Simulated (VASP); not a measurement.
# MnAs (F-43m) in VASP: settings compared

Aim: see how the results for MnAs move with the level of theory and the settings. Levels: PBE, PBEsol. Tasks: single point.

All numbers are computed with VASP 6.6.1; they aren't measurements. Logs are shortened: lines on timing, memory, paths and dates and some standing lists are left out, and cuts for length are marked.

### 1 The cell of the first run

Symmetry: F-43m, No. 216, cubic system. Conventional cell: a = 5.660 Å, b = 5.660 Å, c = 5.660 Å, α = 90.00°, β = 90.00°, γ = 90.00°. Mn (site symmetry -43m) has 4 As at 2.45 Å within 3.2 Å. As (site symmetry -43m) has 4 Mn at 2.45 Å within 3.2 Å.

### 2 Single point, PBE, collinear spin, ferromagnetic start

INCAR

```
SYSTEM = MnAs
PREC = Accurate
ENCUT = 520
EDIFF = 1E-6
ISMEAR = 0
SIGMA = 0.05
LREAL = .False.
LASPH = .True.
NELM = 150
ALGO = Normal
ISIF = 2
LWAVE = .False.
LCHARG = .False.
ISPIN = 2
MAGMOM = 0.5 0
LORBIT = 11
LMAXMIX = 4
GGA = PE
NBANDS = 20
```

KPOINTS

```
Automatic mesh
0
Gamma
  12 12 12
  0 0 0
```

POSCAR

```
MnAs
1.0
    0.0000000000      2.8299541856      2.8299541856
    2.8299541856      0.0000000000      2.8299541856
    2.8299541856      2.8299541856      0.0000000000
Mn As
1 1
Direct
    0.0000000000      0.0000000000      0.0000000000
    0.2500000000      0.2500000000      0.2500000000
```

Potentials or basis: VASP PAW PBE potentials, release 64 (Mn_pv, As).

Run with:

```sh
$ cat potpaw_PBE.64/Mn_pv/POTCAR potpaw_PBE.64/As/POTCAR > POTCAR
$ mpirun -np 1 vasp_std > vasp.out
```

OUTCAR:

```text
SYSTEM = MnAs
   PREC = Accurate
   ENCUT = 520
   EDIFF = 1E-6
   ISMEAR = 0
   LREAL = .False.
   LASPH = .True.
   NELM = 150
   ISIF = 2
   ISPIN = 2
   LORBIT = 11
   GGA = PE

 ion  position               nearest neighbor table
   1  0.000  0.000  0.000-   2 2.45   2 2.45   2 2.45   2 2.45
   2  0.250  0.250  0.250-   1 2.45   1 2.45   1 2.45   1 2.45

  LATTYP: Found a face centered cubic cell.
 ALAT       =     5.6599083712

  Lattice vectors:

 A1 = (   0.0000000000,   2.8299541856,   2.8299541856)
 A2 = (   2.8299541856,   0.0000000000,   2.8299541856)
 A3 = (   2.8299541856,   2.8299541856,   0.0000000000)

Analysis of symmetry for initial positions (statically):
=====================================================================
 Subroutine PRICEL returns:
 Original cell was already a primitive cell.

 Routine SETGRP: Setting up the symmetry group for a
 face centered cubic supercell.

 Subroutine GETGRP returns: Found 24 space group operations
 (whereof 24 operations were pure point group operations)
 out of a pool of 48 trial point group operations.

The static configuration has the point symmetry T_d .

Analysis of symmetry for dynamics (positions and initial velocities):
=====================================================================
 Subroutine PRICEL returns:
 Original cell was already a primitive cell.

 Routine SETGRP: Setting up the symmetry group for a
 face centered cubic supercell.

 Subroutine GETGRP returns: Found 24 space group operations
 (whereof 24 operations were pure point group operations)
 out of a pool of 48 trial point group operations.

The dynamic configuration has the point symmetry T_d .

Analysis of structural, dynamic, and magnetic symmetry:
=====================================================================
 Subroutine PRICEL returns:
 Original cell was already a primitive cell.

 Routine SETGRP: Setting up the symmetry group for a
 face centered cubic supercell.

 Subroutine GETGRP returns: Found 24 space group operations
 (whereof 24 operations were pure point group operations)
 out of a pool of 48 trial point group operations.

The overall configuration has the point symmetry T_d .

 Subroutine INISYM returns: Found 24 space group operations
 (whereof 24 operations are pure point group operations),
 and found     1 'primitive' translations

[... 116 lines left out ...]
  Fermi-wavevector in a.u.,A,eV,Ry     =   1.203306  2.273920 19.700509  1.447947
  Thomas-Fermi vector in A             =   2.339064
   LORBIT       =     11    0 simple, 1 ext, 2 COOP (PROOUT), +10 PAW based schemes
   GGA     = PE    functional components
   LHFCALC =     F    Hartree Fock is set to
   AEXX    =    0.0000 exact exchange contribution
   IVDW    =     0    specifies the selected vdW correction
   LEPSILON=     F    determine dielectric tensor
   LRPA    =     F    only Hartree local field effects (RPA)
 spin polarized calculation
 Gauss-broadening in eV      SIGMA  =   0.05
  energy-cutoff  :      520.00
  volume of cell :       45.33
 maximum number of plane-waves:      1243
 NGX is ok and might be reduce to    30
   NGX = 15   NGY = 15   NGZ = 15

 number of electron      17.9999998 magnetization       0.0000967

 number of electron      17.9999998 magnetization      -0.0016414

 Free energy of the ion-electron system (eV)
  ---------------------------------------------------
  ext. energy  EPLUGINS =         0.00000000
  ---------------------------------------------------
  free energy    TOTEN  =       -12.30849575 eV

  energy without entropy =      -12.30542573  energy(sigma->0) =      -12.30696074

 E-fermi :   3.3341     XC(G=0):  -9.5953

 val. band max:        3.3307839130   @ k =   0.4167   0.4167   0.0000
 cond. band min:       3.3352330214   @ k =   0.4167   0.4167   0.0000
 fundamental gap:      0.0044491084
 Fermi energy:         3.3340542137

 spin component 1

 k-point     1 :       0.0000    0.0000    0.0000
  band No.  band energies     occupation
      1     -44.1707      1.00000
      2     -44.1707      1.00000
      3     -44.1707      1.00000
      4      -7.8962      1.00000
      5       1.1813      1.00000
      6       1.1813      1.00000
[... 541 lines left out ...]
     19      17.0718      0.00000
     20      20.0503      0.00000

 [... further k-points ...]

 spin component 2

 k-point     1 :       0.0000    0.0000    0.0000
  band No.  band energies     occupation
      1     -44.1729      1.00000
      2     -44.1729      1.00000
      3     -44.1729      1.00000
      4      -7.8959      1.00000
      5       1.1813      1.00000
      6       1.1813      1.00000
[... 541 lines left out ...]
     19      17.0719      0.00000
     20      20.0505      0.00000

 [... further k-points ...]

------------------------ aborting loop because EDIFF is reached ----------------------------------------

  FORCE on cell =-STRESS in cart. coord.  units (eV):
  Direction    XX          YY          ZZ          XY          YZ          ZX
  --------------------------------------------------------------------------------------
  -------------------------------------------------------------------------------------
  Total       -3.6903661     -3.6903661     -3.6903661     -0.0000000      0.0000000     -0.0000000
  in kB     -130.4403110   -130.4403110   -130.4403110     -0.0000000      0.0000000     -0.0000000
  external PRESSURE =    -130.4403110 kB  Pullay stress =       0.0000000 kB

 VOLUME and BASIS-vectors are now :
 -----------------------------------------------------------------------------
  energy-cutoff  :      520.00
  volume of cell :       45.33
      direct lattice vectors                 reciprocal lattice vectors
     0.000000000  2.829954186  2.829954186    -0.176681305  0.176681305  0.176681305
     2.829954186  0.000000000  2.829954186     0.176681305 -0.176681305  0.176681305
     2.829954186  2.829954186  0.000000000     0.176681305  0.176681305 -0.176681305

 POSITION                                       TOTAL-FORCE (eV/Angst)
 -----------------------------------------------------------------------------------
      0.00000      0.00000      0.00000         0.000000     -0.000000      0.000000
      1.41498      1.41498      1.41498        -0.000000      0.000000     -0.000000
 -----------------------------------------------------------------------------------
    total drift:                               -0.000001     -0.000001     -0.000001

  FREE ENERGIE OF THE ION-ELECTRON SYSTEM (eV)
  ---------------------------------------------------
  free  energy   TOTEN  =       -12.3084957489 eV

  energy  without entropy=      -12.3054257255  energy(sigma->0) =      -12.30696074

 total charge

# of ion       s       p       d       tot
------------------------------------------
    1        0.283   6.167   5.156  11.606
    2        1.217   1.501   0.049   2.768
--------------------------------------------------
tot          1.500   7.669   5.205  14.374

 magnetization (x)

# of ion       s       p       d       tot
------------------------------------------
    1       -0.000   0.000  -0.004  -0.004
    2        0.000   0.000   0.000   0.000
--------------------------------------------------
tot          0.000   0.000  -0.004  -0.004
```

OSZICAR:

```text
N       E                     dE             d eps       ncg     rms          rms(c)
DAV:   1     0.134247771664E+03    0.13425E+03   -0.93805E+03  5840   0.860E+02
DAV:   2    -0.813950079093E+01   -0.14239E+03   -0.13505E+03  5948   0.254E+02
DAV:   3    -0.142179516574E+02   -0.60785E+01   -0.59823E+01  6656   0.578E+01
[... 38 lines left out ...]
DAV:  42    -0.123084978327E+02   -0.49981E-05   -0.40877E-05  6212   0.268E-02    0.172E-02
DAV:  43    -0.123084990561E+02   -0.12234E-05   -0.21676E-06  3520   0.789E-03    0.200E-02
DAV:  44    -0.123084975510E+02    0.15051E-05   -0.42989E-07  2964   0.641E-03    0.184E-02
DAV:  45    -0.123084961727E+02    0.13784E-05   -0.61017E-07  2952   0.404E-03    0.151E-02
DAV:  46    -0.123084957489E+02    0.42375E-06   -0.58246E-07  2952   0.311E-03
   1 F= -.12308496E+02 E0= -.12306961E+02  d E =-.307002E-02  mag=    -0.0009
```

stdout:

```text
POSCAR found type information on POSCAR MnAs
 POSCAR found :  2 types and       2 ions
 scaLAPACK will be used
 LDA part: xc-table for (Slater+PW92), standard interpolation
 POSCAR, INCAR and KPOINTS ok, starting setup
 FFT: planning ... GRIDC
 FFT: planning ... GRID_SOFT
 FFT: planning ... GRID
 WAVECAR not read
 entering main loop
```

It took 6.2 min on 1 thread of Intel Xeon 6975P-C, shared host; peak memory 0.27 GiB.

Results:

- Free energy: -12.3085 eV
- Pressure: -13.0 GPa
- Band gap on the k mesh: zero (filled and empty bands overlap)
- Net moment: 0.00 μB per cell
- Valence electrons inside the program's atomic spheres: Mn 11.61; As 2.77

### 3 Single point, PBEsol, collinear spin, ferromagnetic start

INCAR

```
SYSTEM = MnAs
ALGO = Normal
EDIFF = 1E-7
ENCUT = 520
GGA = PS
ISIF = 2
ISMEAR = 1
ISPIN = 2
LASPH = .True.
LCHARG = .True.
LELF = .True.
LMAXMIX = 4
LORBIT = 11
LREAL = .False.
LVHAR = .True.
LWAVE = .False.
MAGMOM = 3.5 0
NBANDS = 20
NELM = 150
PREC = Accurate
SIGMA = 0.025
```

KPOINTS

```
k-points
0
Gamma
  12 12 12
  0 0 0
```

POSCAR is that of step 2.

Potentials or basis: VASP PAW PBE potentials, release 64 (Mn_pv, As).

Run with:

```sh
$ cat potpaw_PBE.64/Mn_pv/POTCAR potpaw_PBE.64/As/POTCAR > POTCAR
$ mpirun -np 1 vasp_std > vasp.out
```

Run time: 2.5 min. Hardware: 1 thread of Intel Xeon 6975P-C, shared host; peak memory 0.26 GiB.

It converged, with:

```yaml
Free_energy: -14.1293 eV
Pressure: -3.2 GPa
Net_moment: 3.69 μB per cell
Site_moments: Mn +3.62; As -0.16 μB
Valence_electrons_inside_the_program's_atomic_spheres: Mn 11.51; As 2.82
```

Levels at points of the mesh, in eV from the Fermi level:
Spin up:
```tsv
k point	band 7	band 8	band 9	band 10	band 11	band 12	band 13	band 14	band 15	band 16
(0.00, 0.00, 0.00)	-3.76	-2.72	-2.72	2.63	2.63	2.63	3.00	6.46	6.46	6.46
(0.50, 0.00, 0.00)	-3.58	-2.59	-2.59	-2.25	1.16	1.16	4.18	7.01	7.01	8.50
(0.50, 0.50, 0.00)	-3.00	-2.59	-2.55	-2.04	-0.86	-0.86	3.51	4.83	12.30	12.79
```
Spin down:
```
           k point  band 5  band 6  band 7  band 8  band 9  band 10
(0.00, 0.00, 0.00)   -2.00   -2.00   -2.00    0.77    0.77     3.51
(0.50, 0.00, 0.00)   -4.25   -1.83   -1.83    0.73    0.84     0.84
(0.50, 0.50, 0.00)   -4.12   -1.76   -1.76   -0.14    0.91     1.09
```

Caveat: the PAW data sets were made with another functional, which shifts forces and pressure a little; a cell with one magnetic atom can't hold antiferromagnetic order, which such compounds often take.
